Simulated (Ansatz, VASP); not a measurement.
**Al3GaN4 in VASP and in Ansatz**

File INCAR:

```
PREC = Accurate ; ENCUT = 520
EDIFF = 1E-6 ; ISMEAR = 0
SIGMA = 0.02 ; LREAL = False
LASPH = True ; NELM = 80
ALGO = Normal ; ISIF = 2
LWAVE = False ; LCHARG = False
GGA = PS ; NBANDS = 31
```

The input KPOINTS:

```
Automatic mesh
0
Gamma
  6 6 6
```

Contents of POSCAR:

```
Al3GaN4
1.0
    4.4730997683      0.0000000000      0.0000000000
    0.0000000000      4.4730997683      0.0000000000
    0.0000000000      0.0000000000      4.4730997683
Al Ga N
3 1 4
Direct
    0.5000000000      0.5000000000      0.0000000000
    0.5000000000      0.0000000000      0.5000000000
    0.0000000000      0.5000000000      0.5000000000
    0.0000000000      0.0000000000      0.0000000000
    0.7447077177      0.7447077177      0.2552922823
    0.7447077177      0.2552922823      0.7447077177
    0.2552922823      0.7447077177      0.7447077177
    0.2552922823      0.2552922823      0.2552922823
```

Input for Ansatz:

```yaml
crystal:
  lattice:
    - [4.4730997683, 0.0, 0.0]
    - [0.0, 4.4730997683, 0.0]
    - [0.0, 0.0, 4.4730997683]
  atoms:
    - { symbol: Al, position: [0.5, 0.5, 0.0] }
    - { symbol: Al, position: [0.5, 0.0, 0.5] }
    - { symbol: Al, position: [0.0, 0.5, 0.5] }
    - { symbol: Ga, position: [0.0, 0.0, 0.0] }
    - { symbol: "N", position: [0.7447077177, 0.7447077177, 0.2552922823] }
    - { symbol: "N", position: [0.7447077177, 0.2552922823, 0.7447077177] }
    - { symbol: "N", position: [0.2552922823, 0.7447077177, 0.7447077177] }
    - { symbol: "N", position: [0.2552922823, 0.2552922823, 0.2552922823] }
basis:
  ecutwfc: 420
kpoints:
  mp_grid: { grid: [6, 6, 6] }
  band_path: { path: [VBM, CBM], npoints: 2 }
hamiltonian:
  xc: pbesol
scf:
  occupations: { method: gaussian, width: 0.02 }
output:
  forces: true
  stress: true
  eigenvalues: true
checkpoint:
  read: start.run
  write: ck
  compress: false
  write_wavefunctions: false
  write_every: 100000
```

Alike in both runs: task single point; functional PBEsol; k mesh 6 × 6 × 6; occupations gaussian, width 0.02 eV; no spin polarisation.

|  | VASP | Ansatz |
| --- | --- | --- |
| version | VASP 6.6.1 | Ansatz 0.2.0 |
| potentials or method | VASP PAW PBE potentials, release 64 (Al, Ga_d, N), cutoff 520 eV | scalar-relativistic, plane waves, PAW |
| valence electrons in the cell | 42 | 42 |

VASP gave:

- gap on the k mesh at the Fermi level (eV): 3.08
- least direct gap on the mesh (eV): 3.08
- pressure (GPa): -8.2

Q: Estimate Ansatz's values.

A: gap on the k mesh at the Fermi level (eV): 3.06; least direct gap on the mesh (eV): 3.06; pressure (GPa): -8.0.

VASP's potentials were made for PBE, not for PBEsol. With one functional, cell and mesh, what is left measures potentials, basis and numerics.
